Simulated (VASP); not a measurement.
# W3O4: single point with PBE

The system is W3O4.

```
CELL_PARAMETERS angstrom
4.28176 0.00000 0.00000
0.00000 4.28176 0.00000
0.00000 0.00000 4.28176
ATOMIC_POSITIONS crystal
W 0.50000 0.50000 0.00000
W 0.00000 0.50000 0.50000
W 0.50000 0.00000 0.50000
O 0.50000 0.50000 0.50000
O 0.50000 0.00000 0.00000
O 0.00000 0.50000 0.00000
O 0.00000 0.00000 0.50000
```

The cell was built from a structure type or drawn by symmetry, and may not be a known phase.

```yaml
Program: VASP 6.6.1
Task: single point
Functional: PBE
Potentials_or_basis: VASP PAW PBE potentials, release 64 (W_sv, O)
Cutoff: 520 eV
k_mesh: 4 × 4 × 4
Occupations: gaussian, width 0.1 eV
Spin: no spin polarisation
```

```
Pressure               : 1.8 GPa
Band gap on the k mesh : zero (bands 33 and 34 overlap by 1.59 eV)
```

Levels at points of the mesh, in eV from the Fermi level:
```
           k point  band 29  band 30  band 31  band 32  band 33  band 34  band 35  band 36  band 37  band 38
(0.00, 0.00, 0.00)    -4.75    -4.75    -4.75    -0.75    -0.75    -0.75    -0.48    -0.19    -0.19     1.32
(0.50, 0.00, 0.00)    -4.64    -1.51    -0.96    -0.96    -0.77    -0.77     0.18     0.28     0.88     0.88
(0.50, 0.50, 0.00)    -1.00    -0.60    -0.60    -0.39     0.25     0.26     0.42     0.42     0.92     1.22
(0.50, 0.50, 0.50)     0.42     0.42     0.42     0.82     0.82     0.82     1.16     1.39     1.40     4.11
```

Run time: 38 s on 1 thread of Intel(R) Xeon(R) Platinum 8259CL CPU @ 2.50GHz (Skylake/Cascade Lake), on a shared host, peak memory 0.18 GiB.

Caveat: the k points lie up to 0.37 Å⁻¹ apart, too coarse for converged energies and pressures of a metal; spin-orbit coupling is left out, which moves the levels of the heavy elements.
